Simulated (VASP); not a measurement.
# P (P4/mmm) in VASP: a series of runs, part 2 of 2

VASP 6.6.1. The steps go on from the part before.

**4. Single point, PBEsol (strain -0.025 along x and y, -0.050 along z)**

Input file INCAR:

```
SYSTEM = P
ALGO = Normal
EDIFF = 1E-7
ENCUT = 520
GGA = PS
ISIF = 2
ISMEAR = 0
LASPH = .True.
LCHARG = .False.
LREAL = .False.
LWAVE = .False.
NBANDS = 8
NELM = 100
PREC = Accurate
SIGMA = 0.15
```

Input file KPOINTS:

```
k-points
0
Gamma
  12 12 12
  0 0 0
```

Input file POSCAR:

```
P
1.0
    4.1660822360      0.0000000000      0.0000000000
    0.0000000000      4.1660822360      0.0000000000
    0.0000000000      0.0000000000      4.1591000000
P
1
Direct
    0.0000000000      0.0000000000      0.0000000000
```

Potentials or basis: VASP PAW PBE potentials, release 64 (P).

On the command line:

```console
> cat potpaw_PBE.64/P/POTCAR > POTCAR
> mpirun -np 1 vasp_std > vasp.out
```

OUTCAR:

```text
SYSTEM = P
   EDIFF = 1E-7
   ENCUT = 520
   GGA = PS
   ISIF = 2
   ISMEAR = 0
   LASPH = .True.
   LREAL = .False.
   NELM = 100
   PREC = Accurate

 ion  position               nearest neighbor table
   1  0.000  0.000  0.000-

  LATTYP: Found a simple tetragonal cell.
 ALAT       =     4.1660822360
 C/A-ratio  =     0.9983240283

  Lattice vectors:

 A1 = (   4.1660822360,   0.0000000000,   0.0000000000)
 A2 = (   0.0000000000,   4.1660822360,   0.0000000000)
 A3 = (   0.0000000000,   0.0000000000,   4.1591000000)

Analysis of symmetry for initial positions (statically):
=====================================================================
 Subroutine PRICEL returns:
 Original cell was already a primitive cell.

 Routine SETGRP: Setting up the symmetry group for a
 simple tetragonal supercell.

 Subroutine GETGRP returns: Found 16 space group operations
 (whereof 16 operations were pure point group operations)
 out of a pool of 16 trial point group operations.

The static configuration has the point symmetry D_4h.

Analysis of symmetry for dynamics (positions and initial velocities):
=====================================================================
 Subroutine PRICEL returns:
 Original cell was already a primitive cell.

 Routine SETGRP: Setting up the symmetry group for a
 simple tetragonal supercell.

 Subroutine GETGRP returns: Found 16 space group operations
 (whereof 16 operations were pure point group operations)
 out of a pool of 16 trial point group operations.

The dynamic configuration has the point symmetry D_4h.

 Subroutine INISYM returns: Found 16 space group operations
 (whereof 16 operations are pure point group operations),
 and found     1 'primitive' translations

----------------------------------------------------------------------------------------

                                     Primitive cell

  volume of cell :      72.1863

  direct lattice vectors                    reciprocal lattice vectors
     4.166082236  0.000000000  0.000000000     0.240033668  0.000000000  0.000000000
     0.000000000  4.166082236  0.000000000     0.000000000  0.240033668  0.000000000
     0.000000000  0.000000000  4.159100000     0.000000000  0.000000000  0.240436633

  length of vectors
     4.166082236  4.166082236  4.159100000     0.240033668  0.240033668  0.240436633

  position of ions in fractional coordinates (direct lattice)
     0.000000000  0.000000000  0.000000000

  ion indices of the primitive-cell ions
   primitive index   ion index
                 1           1

----------------------------------------------------------------------------------------

 KPOINTS: k-points

Automatic generation of k-mesh.
 Grid dimensions read from file:
 generate k-points for:   12   12   12

 Generating k-lattice:

  Cartesian coordinates                     Fractional coordinates (reciprocal lattice)
     0.020002806  0.000000000  0.000000000     0.083333333  0.000000000  0.000000000
     0.000000000  0.020002806  0.000000000     0.000000000  0.083333333  0.000000000
     0.000000000  0.000000000  0.020036386     0.000000000  0.000000000  0.083333333

  Length of vectors
     0.020002806  0.020002806  0.020036386

  Shift w.r.t. Gamma in fractional coordinates (k-lattice)
     0.000000000  0.000000000  0.000000000

 Subroutine IBZKPT returns following result:
 ===========================================

 Found    196 irreducible k-points:

 Following reciprocal coordinates:
            Coordinates               Weight
  0.000000  0.000000  0.000000      1.000000
  0.083333  0.000000  0.000000      4.000000
  0.166667  0.000000  0.000000      4.000000
  0.250000  0.000000  0.000000      4.000000
  0.333333  0.000000  0.000000      4.000000
  0.416667  0.000000  0.000000      4.000000
[... 16 lines left out ...]
  0.333333  0.333333  0.000000      4.000000
  0.416667  0.333333  0.000000      8.000000
 [... further k-points ...]
   k-points           NKPTS =    196   k-points in BZ     NKDIM =    196   number of bands    NBANDS=      8
   number of dos      NEDOS =    301   number of ions     NIONS =      1
   total plane-waves  NPLWV =  32768
   dimension x,y,z NGX =    32 NGY =   32 NGZ =   32
   dimension x,y,z NGXF=    64 NGYF=   64 NGZF=   64
   ions per type =               1
   NGX,Y,Z   is equivalent  to a cutoff of  12.77, 12.77, 12.79 a.u.
   NGXF,Y,Z  is equivalent  to a cutoff of  25.54, 25.54, 25.58 a.u.
 SYSTEM =  P
   PREC   = accura    normal or accurate (medium, high low for compatibility)
   ISTART =      0    job   : 0-new  1-cont  2-samecut
   ICHARG =      2    charge: 1-file 2-atom 10-const
   ISPIN  =      1    spin polarized calculation?
   LNONCOLLINEAR =      F non collinear calculations
   LSORBIT =      F    spin-orbit coupling
   LASPH  =      T    aspherical Exc in radial PAW
   ENCUT  =  520.0 eV  38.22 Ry    6.18 a.u.   7.75  7.75  7.73*2*pi/ulx,y,z
   NELM   =    100;   NELMIN=  2; NELMDL= -5     # of ELM steps
   EDIFF  = 0.1E-06   stopping-criterion for ELM
   LREAL  =      F    real-space projection
   EDIFFG = 0.1E-05   stopping-criterion for IOM
   NSW    =      0    number of steps for IOM
   IBRION =     -1    ionic relax: 0-MD 1-quasi-New 2-CG
   NFREE  =      0    steps in history (QN), initial steepest desc. (CG)
   ISIF   =      2    stress and relaxation
   ISYM   =      2    0-nonsym 1-usesym 2-fastsym
   POTIM  = 0.5000    time-step for ionic-motion
   TEBEG  =    0.0;   TEEND  =   0.0 temperature during run
   PSTRESS=    0.0 pullay stress
   NELECT =       5.0000    total number of electrons
   NUPDOWN=      -1.0000    fix difference up-down
   EMIN   =  10.00;   EMAX   =-10.00  energy-range for DOS
   EFERMI =   0.00;   METHOD = LEGACY
   ISMEAR =     0;   SIGMA  =   0.15  broadening in eV -4-tet -1-fermi 0-gaus
   EFERMI_NEDOS =   21; number of points for ismear=-14 and -15
   IALGO  =     38    algorithm
   IMIX   =      4    mixing-type and parameters
     AMIX     =   0.40;   BMIX     =  1.00
     AMIX_MAG =   1.60;   BMIX_MAG =  1.00
  volume/ion in A,a.u.               =      72.19       487.14
  Fermi-wavevector in a.u.,A,eV,Ry     =   0.672326  1.270512  6.150134  0.452022
  Thomas-Fermi vector in A             =   1.748412
   LORBIT       =      0    0 simple, 1 ext, 2 COOP (PROOUT), +10 PAW based schemes
   GGA     = PS    functional components
   LHFCALC =     F    Hartree Fock is set to
   AEXX    =    0.0000 exact exchange contribution
   IVDW    =     0    specifies the selected vdW correction
   LEPSILON=     F    determine dielectric tensor
   LRPA    =     F    only Hartree local field effects (RPA)
 non-spin polarized calculation
 Gauss-broadening in eV      SIGMA  =   0.15
  energy-cutoff  :      520.00
  volume of cell :       72.19
 maximum number of plane-waves:      1972
 NGX is ok and might be reduce to    32
   NGX = 15   NGY = 15   NGZ = 15

 number of electron       5.0000002 magnetization

 Free energy of the ion-electron system (eV)
  ---------------------------------------------------
  ext. energy  EPLUGINS =         0.00000000
  ---------------------------------------------------
  free energy    TOTEN  =        -1.39513099 eV

  energy without entropy =       -1.36327802  energy(sigma->0) =       -1.37920450

 E-fermi :  -2.8062     XC(G=0):  -5.3776

 val. band max:       -2.8064427987   @ k =   0.4167   0.2500   0.0833
 cond. band min:      -2.8053218095   @ k =   0.4167   0.0833   0.2500
 fundamental gap:      0.0011209892
 Fermi energy:        -2.8061863927

 k-point     1 :       0.0000    0.0000    0.0000
  band No.  band energies     occupation
      1     -11.6130      2.00000
      2      -2.1832      0.00000
      3      -2.1832      0.00000
      4      -2.1742      0.00000
      5       1.9404      0.00000
      6       4.7158      0.00000
      7       4.7222      0.00000
      8       9.6982      0.00000

 k-point     2 :       0.0833    0.0000    0.0000
  band No.  band energies     occupation
      1     -11.5996      2.00000
      2      -2.3274      0.00001
      3      -2.1723      0.00000
      4      -2.1633      0.00000
      5       2.0727      0.00000
      6       4.7592      0.00000
      7       4.8501      0.00000
      8       9.2363      0.00000
[... 221 lines left out ...]
 k-point    23 :       0.3333    0.3333    0.0000
  band No.  band energies     occupation
      1     -11.3074      2.00000
      2      -3.2603      1.99998
      3      -3.1724      1.99944
      4      -1.9318      0.00000
      5       3.6372      0.00000
      6       4.9168      0.00000
      7       6.9014      0.00000
      8       7.1009      0.00000

 k-point    24 :       0.4167    0.3333    0.0000
  band No.  band energies     occupation
      1     -11.2690      2.00000
      2      -3.4468      2.00000
      3      -3.1510      1.99885
      4      -1.9022      0.00000
      5       3.4610      0.00000
      6       5.0681      0.00000
      7       7.0383      0.00000
      8       7.2057      0.00000

 [... further k-points ...]
[... 5 lines left out ...]
  --------------------------------------------------------------------------------------
  -------------------------------------------------------------------------------------
  Total       -2.1641620     -2.1641620     -2.1787981      0.0000000     -0.0000000      0.0000000
  in kB      -48.0336190    -48.0336190    -48.3584675      0.0000000     -0.0000000      0.0000000
  external PRESSURE =     -48.1419018 kB  Pullay stress =       0.0000000 kB

 VOLUME and BASIS-vectors are now :
 -----------------------------------------------------------------------------
  energy-cutoff  :      520.00
  volume of cell :       72.19
      direct lattice vectors                 reciprocal lattice vectors
     4.166082236  0.000000000  0.000000000     0.240033668  0.000000000  0.000000000
     0.000000000  4.166082236  0.000000000     0.000000000  0.240033668  0.000000000
     0.000000000  0.000000000  4.159100000     0.000000000  0.000000000  0.240436633

 POSITION                                       TOTAL-FORCE (eV/Angst)
 -----------------------------------------------------------------------------------
      0.00000      0.00000      0.00000         0.000000      0.000000      0.000000
 -----------------------------------------------------------------------------------
    total drift:                                0.000000      0.000000      0.000000

  FREE ENERGIE OF THE ION-ELECTRON SYSTEM (eV)
  ---------------------------------------------------
  free  energy   TOTEN  =        -1.3951309935 eV

  energy  without entropy=       -1.3632780162  energy(sigma->0) =       -1.37920450
```

It took 34 s on 1 thread of Intel Xeon Platinum 8488C (Sapphire Rapids), shared host; peak memory 0.23 GiB.

Results:

```yaml
Free_energy: -1.3951 eV
Pressure: -4.8 GPa
```

Levels at points of the mesh, in eV from the Fermi level:
```tsv
k point	band 1	band 2	band 3	band 4	band 5	band 6	band 7
(0.00, 0.00, 0.00)	-8.81	0.62	0.62	0.63	4.75	7.52	7.53
(0.50, 0.00, 0.00)	-8.59	-0.97	0.79	0.80	6.72	7.81	8.27
(0.50, 0.50, 0.00)	-8.40	-0.62	-0.62	0.95	5.77	8.36	10.15
(0.00, 0.00, 0.50)	-8.59	-0.98	0.80	0.80	6.72	7.82	8.27
(0.50, 0.00, 0.50)	-8.39	-0.63	-0.62	0.95	5.77	8.36	10.15
(0.50, 0.50, 0.50)	-8.21	-0.34	-0.33	-0.33	6.93	6.93	6.94
```

Caveat: the cell differs from its parent crystal (strain -0.025 along x and y, -0.050 along z); the PAW data sets were made with another functional, which shifts forces and pressure a little.

**5. Single point, PBEsol (strain +0.000 along x and y, -0.050 along z)**

Input file INCAR:

```
SYSTEM = P
PREC     = Accurate       ! precision mode
ENCUT    = 520            ! plane-wave cutoff, eV
EDIFF    = 1E-6           ! SCF threshold, eV
ISMEAR   = 0              ! smearing method
SIGMA    = 0.15           ! smearing width, eV
LREAL    = .False.        ! projectors in reciprocal space
LASPH    = .True.         ! aspherical terms in the spheres
NELM     = 60             ! most SCF steps
ALGO     = Normal         ! electronic algorithm
ISIF     = 2              ! what is computed and relaxed
LWAVE    = .False.        ! write WAVECAR
LCHARG   = .False.        ! write CHGCAR
GGA      = PS             ! functional
NBANDS   = 8              ! bands
```

Input file KPOINTS:

```
Automatic mesh
0
Gamma
  12 12 12
  0 0 0
```

Input file POSCAR:

```
P
1.0
    4.2729048574      0.0000000000      0.0000000000
    0.0000000000      4.2729048574      0.0000000000
    0.0000000000      0.0000000000      4.1591000000
P
1
Direct
    0.0000000000      0.0000000000      0.0000000000
```

Potentials or basis: VASP PAW PBE potentials, release 64 (P).

On the command line:

```console
> cat potpaw_PBE.64/P/POTCAR > POTCAR
> mpirun -np 1 vasp_std > vasp.out
```

OUTCAR:

```text
SYSTEM = P
   PREC = Accurate
   ENCUT = 520
   EDIFF = 1E-6
   ISMEAR = 0
   LREAL = .False.
   LASPH = .True.
   NELM = 60
   ISIF = 2
   GGA = PS

 ion  position               nearest neighbor table
   1  0.000  0.000  0.000-

  LATTYP: Found a simple tetragonal cell.
 ALAT       =     4.2729048574
 C/A-ratio  =     0.9733659276

  Lattice vectors:

 A1 = (   4.2729048574,   0.0000000000,   0.0000000000)
 A2 = (   0.0000000000,   4.2729048574,   0.0000000000)
 A3 = (   0.0000000000,   0.0000000000,   4.1591000000)

Analysis of symmetry for initial positions (statically):
=====================================================================
 Subroutine PRICEL returns:
 Original cell was already a primitive cell.

 Routine SETGRP: Setting up the symmetry group for a
 simple tetragonal supercell.

 Subroutine GETGRP returns: Found 16 space group operations
[... 157 lines left out ...]
  ---------------------------------------------------
  ext. energy  EPLUGINS =         0.00000000
  ---------------------------------------------------
  free energy    TOTEN  =        -1.29067571 eV

  energy without entropy =       -1.25579400  energy(sigma->0) =       -1.27323486

 E-fermi :  -2.9461     XC(G=0):  -5.2140

 val. band max:       -2.9470468121   @ k =   0.4167   0.0833   0.2500
 cond. band min:      -2.9436224672   @ k =   0.2500   0.1667   0.3333
 fundamental gap:      0.0034243450
 Fermi energy:        -2.9461076517

 k-point     1 :       0.0000    0.0000    0.0000
  band No.  band energies     occupation
      1     -11.7138      2.00000
      2      -2.4193      0.00000
      3      -2.4193      0.00000
      4      -2.2836      0.00000
      5       1.7388      0.00000
      6       4.5072      0.00000
      7       4.6096      0.00000
      8       9.2190      0.00000
[... 243 lines left out ...]
 k-point    24 :       0.4167    0.3333    0.0000
  band No.  band energies     occupation
      1     -11.4332      2.00000
      2      -3.5305      2.00000
      3      -3.2702      1.99775
      4      -2.0597      0.00000
      5       3.3014      0.00000
      6       4.8341      0.00000
      7       6.6111      0.00000
      8       6.8140      0.00000

 [... further k-points ...]
[... 5 lines left out ...]
  --------------------------------------------------------------------------------------
  -------------------------------------------------------------------------------------
  Total       -1.9685361     -1.9685361     -2.2019650      0.0000000     -0.0000000      0.0000000
  in kB      -41.5344198    -41.5344198    -46.4595711      0.0000000     -0.0000000      0.0000000
  external PRESSURE =     -43.1761369 kB  Pullay stress =       0.0000000 kB

 VOLUME and BASIS-vectors are now :
 -----------------------------------------------------------------------------
  energy-cutoff  :      520.00
  volume of cell :       75.94
      direct lattice vectors                 reciprocal lattice vectors
     4.272904857  0.000000000  0.000000000     0.234032826  0.000000000  0.000000000
     0.000000000  4.272904857  0.000000000     0.000000000  0.234032826  0.000000000
     0.000000000  0.000000000  4.159100000     0.000000000  0.000000000  0.240436633

 POSITION                                       TOTAL-FORCE (eV/Angst)
 -----------------------------------------------------------------------------------
      0.00000      0.00000      0.00000         0.000000      0.000000      0.000000
 -----------------------------------------------------------------------------------
    total drift:                                0.000000     -0.000000      0.000000

  FREE ENERGIE OF THE ION-ELECTRON SYSTEM (eV)
  ---------------------------------------------------
  free  energy   TOTEN  =        -1.2906757099 eV

  energy  without entropy=       -1.2557940019  energy(sigma->0) =       -1.27323486
```

stdout:

```text
POSCAR found type information on POSCAR P
 POSCAR found :  1 types and       1 ions
 scaLAPACK will be used
 -----------------------------------------------------------------------------
|                                                                             |
|                                                                             |
|     You enforced a specific xc type in the INCAR file but a different       |
|     I HOPE YOU KNOW WHAT YOU ARE DOING!                                     |
|                                                                             |
 -----------------------------------------------------------------------------

 LDA part: xc-table for (Slater+PW92), standard interpolation
 POSCAR, INCAR and KPOINTS ok, starting setup
 FFT: planning ... GRIDC
 FFT: planning ... GRID_SOFT
 FFT: planning ... GRID
 WAVECAR not read
 entering main loop
```

It took 31 s on 1 thread of Intel Xeon Platinum 8488C (Sapphire Rapids), shared host; peak memory 0.24 GiB.

What came out:

```
Free energy : -1.2907 eV
Pressure    : -4.3 GPa
```

Levels at points of the mesh, in eV from the Fermi level:
```csv
k point,band 1,band 2,band 3,band 4,band 5,band 6,band 7
"(0.00, 0.00, 0.00)",-8.77,0.53,0.53,0.66,4.68,7.45,7.56
"(0.50, 0.00, 0.00)",-8.59,-0.87,0.67,0.80,6.59,7.64,8.21
"(0.50, 0.50, 0.00)",-8.43,-0.57,-0.57,0.93,5.80,8.24,9.89
"(0.00, 0.00, 0.50)",-8.55,-0.93,0.71,0.71,6.63,7.72,8.25
"(0.50, 0.00, 0.50)",-8.39,-0.63,-0.52,0.84,5.82,8.24,9.90
"(0.50, 0.50, 0.50)",-8.25,-0.39,-0.28,-0.28,6.90,6.90,7.01
```

Caveat: the cell differs from its parent crystal (strain +0.000 along x and y, -0.050 along z); the PAW data sets were made with another functional, which shifts forces and pressure a little.

**6. Single point, PBEsol (strain +0.000 along x and y, -0.025 along z)**

Input file INCAR:

```
PREC = Accurate
ENCUT = 520
EDIFF = 1E-7
ISMEAR = 0
SIGMA = 0.15
LREAL = F
LASPH = T
NELM = 80
ALGO = Normal
ISIF = 2
LWAVE = F
LCHARG = F
GGA = PS
NBANDS = 8
```

Input file KPOINTS:

```
Automatic mesh
0
Gamma
  12 12 12
```

Changes to POSCAR since step 5:

```diff
@@ -4,3 +4,3 @@
     0.0000000000      4.2729048574      0.0000000000
-    0.0000000000      0.0000000000      4.1591000000
+    0.0000000000      0.0000000000      4.2685500000
 P
```

Potentials or basis: VASP PAW PBE potentials, release 64 (P).

On the command line:

```console
> cat potpaw_PBE.64/P/POTCAR > POTCAR
> mpirun -np 1 vasp_std > vasp.out
```

Wall time 35 s (1 thread of Intel Xeon Platinum 8488C (Sapphire Rapids), shared host); peak memory 0.24 GiB.

The run converged. Its results:

```
Free energy : -1.2363 eV
Pressure    : -4.1 GPa
```

Levels at points of the mesh, in eV from the Fermi level:
```csv
k point,band 1,band 2,band 3,band 4,band 5
"(0.00, 0.00, 0.00)",-8.75,0.54,0.54,0.55,4.66
"(0.50, 0.00, 0.00)",-8.57,-0.85,0.69,0.69,6.55
"(0.50, 0.50, 0.00)",-8.41,-0.55,-0.55,0.82,5.83
"(0.00, 0.00, 0.50)",-8.57,-0.85,0.69,0.69,6.55
"(0.50, 0.00, 0.50)",-8.41,-0.55,-0.55,0.82,5.83
"(0.50, 0.50, 0.50)",-8.26,-0.31,-0.30,-0.30,6.93
```

Caveat: the cell differs from its parent crystal (strain +0.000 along x and y, -0.025 along z); the PAW data sets were made with another functional, which shifts forces and pressure a little.

**7. Summary**

```csv
cell,gap on the mesh (eV),pressure (GPa)
"a = 4.487, b = 4.487, c = 4.378 Å, 1 atom",none,-3.1
"a = 4.059, b = 4.059, c = 4.159 Å, 1 atom",none,-5.4
"a = 4.166, b = 4.166, c = 4.159 Å, 1 atom",none,-4.8
"a = 4.273, b = 4.273, c = 4.159 Å, 1 atom",none,-4.3
"a = 4.273, b = 4.273, c = 4.269 Å, 1 atom",none,-4.1
```

Alike in all rows: task single point; level PBEsol; potentials or basis VASP PAW PBE potentials, release 64 (P); no spin polarisation; k mesh 12 × 12 × 12; cutoff (eV) 520; smearing gaussian 0.15 eV.

Caveats: the PAW data sets were made with another functional, which shifts forces and pressure a little.

Total energies depend on the potentials used, so only differences within one code and one set of settings carry meaning.
